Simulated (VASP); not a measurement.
Ga8P7N:

```
CELL_PARAMETERS angstrom
10.63248 0.00000 0.00000
0.00000 5.31624 0.00000
0.00000 0.00000 5.31624
ATOMIC_POSITIONS crystal
Ga 0.00478 0.99607 0.01732
Ga 0.49618 0.98803 0.00331
Ga 0.25317 0.50675 0.00365
Ga 0.74135 0.49036 0.99720
Ga 0.24066 0.98545 0.50303
Ga 0.75528 0.01135 0.50981
Ga 0.00672 0.49526 0.49230
Ga 0.48781 0.48615 0.52420
P 0.13788 0.24447 0.23656
P 0.37263 0.74603 0.25864
P 0.87241 0.74752 0.24674
P 0.36955 0.25088 0.74956
P 0.87475 0.22223 0.74337
P 0.13382 0.72712 0.74648
P 0.62255 0.74085 0.73425
N 0.63842 0.23369 0.25790
```

Base run:

| Item | Value |
| --- | --- |
| Program | VASP 6.6.1 |
| Functional | HF |
| Potentials or basis | VASP PAW PBE potentials, release 64 (Ga_d, P, N) |
| Cutoff | 520 eV |
| k mesh | 1 × 1 × 1, shifted |
| Occupations | fermi-dirac, width 0.05 eV |
| Spin | no spin polarisation |

Its results: pressure 6.6 GPa; largest force 5.177 eV/Å.

Question: The run is repeated on the same cell with these changes: functional from HF to PBEsol; cutoff from 520 eV to 700 eV. What comes out?

Answer: Pressure 3.3 GPa; largest force 4.001 eV/Å.

Caveats: the cell stands under pressure; the PAW data sets were made with another functional, which shifts forces and pressure a little.
